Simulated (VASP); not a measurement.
# BN (P6_3/mmc) in VASP: notebook

BN is run at these levels: r2SCAN, LDA; tasks: phonons, vibrations by perturbation theory.

Program: VASP 6.6.1. These are calculated values, not measurements. Logs are shortened: lines on timing, memory, paths and dates and some standing lists are left out, and cuts for length are marked.

## Step 1: The cell of the first run

Symmetry: P6_3/mmc, No. 194, hexagonal system. Conventional cell: a = 2.498 Å, b = 2.498 Å, c = 6.636 Å, α = 90.00°, β = 90.00°, γ = 120.00°. B (site symmetry -6m2) has 3 N at 1.44 Å within 1.9 Å. Within 1.9 Å of N (site symmetry -6m2) lie 3 B at 1.44 Å.

## Step 2: Phonons, r2SCAN

File INCAR:

```
SYSTEM = BN
PREC     = Accurate       ! precision mode
ENCUT    = 520            ! plane-wave cutoff, eV
EDIFF    = 1E-8           ! SCF threshold, eV
ISMEAR   = 0              ! smearing method
SIGMA    = 0.01           ! smearing width, eV
LREAL    = .False.        ! projectors in reciprocal space
LASPH    = .True.         ! aspherical terms in the spheres
NELM     = 100            ! most SCF steps
ALGO     = Normal         ! electronic algorithm
ISIF     = 2              ! what is computed and relaxed
LWAVE    = .False.        ! write WAVECAR
LCHARG   = .False.        ! write CHGCAR
METAGGA  = R2SCAN         ! meta-GGA
LMIXTAU  = .True.       
NBANDS   = 16             ! bands
IBRION   = 6              ! ionic algorithm
NFREE    = 2            
POTIM    = 0.015          ! step
NSW      = 1              ! ionic steps
```

File KPOINTS:

```
Automatic mesh
0
Gamma
  12 12 4
  0 0 0
```

File POSCAR:

```
BN
1.0
    2.4982400000      0.0000000000      0.0000000000
   -1.2491200000      2.1635393048      0.0000000000
    0.0000000000      0.0000000000      6.6357000000
B N
2 2
Direct
    0.3333333333      0.6666666667      0.2500000000
    0.6666666667      0.3333333333      0.7500000000
    0.3333333333      0.6666666667      0.7500000000
    0.6666666667      0.3333333333      0.2500000000
```

Potentials or basis: VASP PAW PBE potentials, release 64 (B, N).

Launch:

```sh
$ cat potpaw_PBE.64/B/POTCAR potpaw_PBE.64/N/POTCAR > POTCAR
$ mpirun -np 1 vasp_std > vasp.out
```

OUTCAR:

```text
SYSTEM = BN
   PREC = Accurate
   ENCUT = 520
   EDIFF = 1E-8
   ISMEAR = 0
   LREAL = .False.
   LASPH = .True.
   NELM = 100
   ISIF = 2
   METAGGA = R2SCAN
   IBRION = 6
   NFREE = 2
   POTIM = 0.015
   NSW = 1

 ion  position               nearest neighbor table
   1  0.333  0.667  0.250-   4 1.44   4 1.44   4 1.44
   2  0.667  0.333  0.750-   3 1.44   3 1.44   3 1.44
   3  0.333  0.667  0.750-   2 1.44   2 1.44   2 1.44
   4  0.667  0.333  0.250-   1 1.44   1 1.44   1 1.44

  LATTYP: Found a hexagonal cell.
 ALAT       =     2.4982400000
 C/A-ratio  =     2.6561499296

  Lattice vectors:

 A1 = (   2.4982400000,   0.0000000000,   0.0000000000)
 A2 = (  -1.2491200000,   2.1635393048,   0.0000000000)
 A3 = (   0.0000000000,   0.0000000000,   6.6357000000)

Analysis of symmetry for initial positions (statically):
=====================================================================
 Subroutine PRICEL returns:
 Original cell was already a primitive cell.

 Routine SETGRP: Setting up the symmetry group for a
 hexagonal supercell.

 Subroutine GETGRP returns: Found 24 space group operations
 (whereof 12 operations were pure point group operations)
 out of a pool of 24 trial point group operations.

The static configuration has the point symmetry D_3d.
 The point group associated with its full space group is D_6h.

Analysis of symmetry for dynamics (positions and initial velocities):
=====================================================================
 Subroutine PRICEL returns:
 Original cell was already a primitive cell.

 Routine SETGRP: Setting up the symmetry group for a
 hexagonal supercell.

 Subroutine GETGRP returns: Found 24 space group operations
 (whereof 12 operations were pure point group operations)
 out of a pool of 24 trial point group operations.

The dynamic configuration has the point symmetry D_3d.
 The point group associated with its full space group is D_6h.

 Subroutine INISYM returns: Found 24 space group operations
 (whereof 12 operations are pure point group operations),
 and found     1 'primitive' translations

----------------------------------------------------------------------------------------

                                     Primitive cell

  volume of cell :      35.8662

  direct lattice vectors                    reciprocal lattice vectors
     2.498240000  0.000000000  0.000000000     0.400281798  0.231102804  0.000000000
    -1.249120000  2.163539305  0.000000000     0.000000000  0.462205608  0.000000000
     0.000000000  0.000000000  6.635700000     0.000000000  0.000000000  0.150700002

  length of vectors
     2.498240000  2.498240000  6.635700000     0.462205608  0.462205608  0.150700002

  position of ions in fractional coordinates (direct lattice)
     0.333333333  0.666666667  0.250000000
     0.666666667  0.333333333  0.750000000
     0.333333333  0.666666667  0.750000000
     0.666666667  0.333333333  0.250000000

  ion indices of the primitive-cell ions
   primitive index   ion index
                 1           1
                 2           2
                 3           3
                 4           4

----------------------------------------------------------------------------------------

 KPOINTS: Automatic mesh

Automatic generation of k-mesh.
[... 67 lines left out ...]
   LREAL  =      F    real-space projection
   EDIFFG = 0.1E-06   stopping-criterion for IOM
   NSW    =     85    number of steps for IOM
   IBRION =      6    ionic relax: 0-MD 1-quasi-New 2-CG
   NFREE  =      2    steps in history (QN), initial steepest desc. (CG)
   ISIF   =      2    stress and relaxation
   ISYM   =      2    0-nonsym 1-usesym 2-fastsym
   POTIM  = 0.0150    time-step for ionic-motion
   TEBEG  =    0.0;   TEEND  =   0.0 temperature during run
   PSTRESS=    0.0 pullay stress
   NELECT =      16.0000    total number of electrons
   NUPDOWN=      -1.0000    fix difference up-down
   EMIN   =  10.00;   EMAX   =-10.00  energy-range for DOS
   EFERMI =   0.00;   METHOD = LEGACY
   ISMEAR =     0;   SIGMA  =   0.01  broadening in eV -4-tet -1-fermi 0-gaus
   EFERMI_NEDOS =   21; number of points for ismear=-14 and -15
   IALGO  =     38    algorithm
   IMIX   =      4    mixing-type and parameters
     AMIX     =   0.40;   BMIX     =  1.00
     AMIX_MAG =   1.60;   BMIX_MAG =  1.00
  volume/ion in A,a.u.               =       8.97        60.51
  Fermi-wavevector in a.u.,A,eV,Ry     =   1.250891  2.363842 21.289433  1.564729
  Thomas-Fermi vector in A             =   2.384864
   LORBIT       =      0    0 simple, 1 ext, 2 COOP (PROOUT), +10 PAW based schemes
   METAGGA = R2SCAN    functional components
   LHFCALC =     F    Hartree Fock is set to
   AEXX    =    0.0000 exact exchange contribution
   IVDW    =     0    specifies the selected vdW correction
   LEPSILON=     F    determine dielectric tensor
   LRPA    =     F    only Hartree local field effects (RPA)
 finite differences with symmetry
 non-spin polarized calculation
 Gauss-broadening in eV      SIGMA  =   0.01
  energy-cutoff  :      520.00
  volume of cell :       35.87
 maximum number of plane-waves:       985
 NGX is ok and might be reduce to    20
   NGX =  9   NGY =  9   NGZ = 25

--------------------------------------- Ionic step        1  -------------------------------------------

 number of electron      15.9999997 magnetization

 Free energy of the ion-electron system (eV)
  ---------------------------------------------------
  ext. energy  EPLUGINS =         0.00000000
  ---------------------------------------------------
  free energy    TOTEN  =       -38.59158751 eV

  energy without entropy =      -38.59158751  energy(sigma->0) =      -38.59158751

------------------------ aborting loop because EDIFF is reached ----------------------------------------

  FORCE on cell =-STRESS in cart. coord.  units (eV):
  Direction    XX          YY          ZZ          XY          YZ          ZX
  --------------------------------------------------------------------------------------
  -------------------------------------------------------------------------------------
  Total        0.4358449      0.4358449      0.1545231      0.0000000     -0.0000000      0.0000000
  in kB       19.4695929     19.4695929      6.9026895      0.0000000     -0.0000000      0.0000000
  external PRESSURE =      15.2806251 kB  Pullay stress =       0.0000000 kB
[... 291 lines left out ...]
--------------------------------------- Ionic step        9  -------------------------------------------

 number of electron      15.9999998 magnetization

 Free energy of the ion-electron system (eV)
  ---------------------------------------------------
  ext. energy  EPLUGINS =         0.00000000
  ---------------------------------------------------
  free energy    TOTEN  =       -38.58996115 eV

  energy without entropy =      -38.58996115  energy(sigma->0) =      -38.58996115

 E-fermi :   2.1368     XC(G=0): -10.7588

 val. band max:        2.0471331393   @ k =   0.3333   0.3333   0.5000
 cond. band min:       6.9321432151   @ k =   0.5000   0.0000   0.0000
 fundamental gap:      4.8850100759
 Fermi energy:         2.1368405787

 k-point     1 :       0.0000    0.0000    0.0000
  band No.  band energies     occupation
      1     -16.7871      2.00000
      2     -16.4952      2.00000
      3      -4.3631      2.00000
      4      -2.1712      2.00000
      5       0.7036      2.00000
      6       0.7036      2.00000
[... 433 lines left out ...]
      3      -5.1435      2.00000
      4      -5.0836      2.00000
      5      -1.6576      2.00000
      6      -1.6121      2.00000
[... 8 lines left out ...]
     15      19.9685      0.00000
     16      21.9004      0.00000

 [... further k-points ...]

------------------------ aborting loop because EDIFF is reached ----------------------------------------

  FORCE on cell =-STRESS in cart. coord.  units (eV):
  Direction    XX          YY          ZZ          XY          YZ          ZX
  --------------------------------------------------------------------------------------
  -------------------------------------------------------------------------------------
  Total        0.4350501      0.4350501      0.1509017      0.0000000      0.0000000      0.0000000
  in kB       19.4340870     19.4340870      6.7409160      0.0000000      0.0000000      0.0000000
  external PRESSURE =      15.2030300 kB  Pullay stress =       0.0000000 kB
[... 19 lines left out ...]
  FREE ENERGIE OF THE ION-ELECTRON SYSTEM (eV)
  ---------------------------------------------------
  free  energy   TOTEN  =       -38.5899611487 eV

  energy  without entropy=      -38.5899611487  energy(sigma->0) =      -38.58996115

 INTERNAL STRAIN TENSORS FROM DISPLACED ATOMS
 ============================================

 INTERNAL STRAIN TENSOR FOR ION    1 for displacements in x,y,z  (eV/Angst):
          X           Y           Z          XY          YZ          ZX
  --------------------------------------------------------------------------------
  x     0.00000     0.00000     0.00000   -12.28466     0.00000     0.00000
  y   -12.28466    12.28466     0.00000     0.00000     0.00000     0.00000
  z     0.00000     0.00000    -0.00000     0.00000     0.00000     0.00000

 INTERNAL STRAIN TENSOR FOR ION    4 for displacements in x,y,z  (eV/Angst):
          X           Y           Z          XY          YZ          ZX
  --------------------------------------------------------------------------------
  x     0.00000     0.00000     0.00000    12.47562     0.00000     0.00000
  y    12.47562   -12.47562    -0.00000     0.00000     0.00000     0.00000
  z     0.00000     0.00000     0.00000     0.00000     0.00000     0.00000

 Eigenvectors and eigenvalues of the dynamical matrix
 ----------------------------------------------------

   1 f  =   41.101187 THz   258.246373 2PiTHz 1370.988016 cm-1   169.980774 meV
             X         Y         Z           dx          dy          dz
     -0.000000  1.442360  1.658925     0.000000   -0.530843    0.000000
      1.249120  0.721180  4.976775    -0.000000    0.530843   -0.000000
     -0.000000  1.442360  4.976775     0.000000   -0.467125   -0.000000
      1.249120  0.721180  1.658925    -0.000000    0.467125   -0.000000
[... 71 lines left out ...]
  12 f/i=    0.001872 THz     0.011765 2PiTHz    0.062457 cm-1     0.007744 meV
             X         Y         Z           dx          dy          dz
     -0.000000  1.442360  1.658925    -0.000000    0.000000   -0.466796
      1.249120  0.721180  4.976775    -0.000000    0.000000   -0.466796
     -0.000000  1.442360  4.976775    -0.000000    0.000000   -0.531132
      1.249120  0.721180  1.658925    -0.000000    0.000000   -0.531132

 ELASTIC MODULI CONTR FROM IONIC RELAXATION (kBar)
 Direction    XX          YY          ZZ          XY          YZ          ZX
 --------------------------------------------------------------------------------
 XX        -336.7942    336.7942      0.0000     -0.0000      0.0000      0.0000
 YY         336.7942   -336.7942     -0.0000      0.0000      0.0000      0.0000
 ZZ           0.0000     -0.0000     -0.0000      0.0000      0.0000      0.0000
 XY          -0.0000      0.0000      0.0000   -336.7942      0.0000      0.0000
 YZ           0.0000      0.0000      0.0000      0.0000      0.0000      0.0000
 ZX           0.0000      0.0000      0.0000      0.0000      0.0000      0.0000
 --------------------------------------------------------------------------------
```

It took 59 min on 1 thread of Intel Xeon 8259CL, shared host; peak memory 0.33 GiB.

What came out:

- Highest phonon frequency at Γ, LO-TO splitting left out: 1371 cm⁻¹

Phonon frequencies in cm⁻¹ (negative: imaginary):
```tsv
q point	frequencies
(0.000, 0.000, 0.000)	0 0 0 48 48 120 766 825 1371 1371 1371 1371
```

Caveat: the cell stands under pressure or tension, which shifts response properties; the PAW data sets were made with another functional, which shifts forces and pressure a little.

(Part 1 of 2 ends here.)
